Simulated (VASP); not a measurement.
Crystal: CaO.

```
Ca O
1.0
     0.00000    2.60673    2.60673
     2.60673    0.00000    2.60673
     2.60673    2.60673    0.00000
Ca O
1 1
Cartesian
  0.0000 0.0000 0.0000
  1.3034 1.3034 1.3034
```

Base run:

* Program: VASP 6.6.1
* Functional: PBEsol
* Potentials or basis: VASP PAW PBE potentials, release 64 (Ca_sv, O)
* Cutoff: 600 eV
* k mesh: 6 × 6 × 6
* Occupations: gaussian, width 0.01 eV
* Spin: no spin polarisation

Its results: band gap on the k mesh 3.20 eV (least direct gap 3.83 eV); pressure -1.1 GPa.

Question: The run is repeated on the same cell with these changes: k mesh from 6 × 6 × 6 to 5 × 5 × 5. What comes out?

Answer: Band gap on the k mesh 3.27 eV (least direct gap 3.83 eV); pressure -1.1 GPa.

Caveats: the PAW data sets were made with another functional, which shifts forces and pressure a little; an odd mesh through Γ misses points on the zone boundary, where band edges can lie (at least some runs).
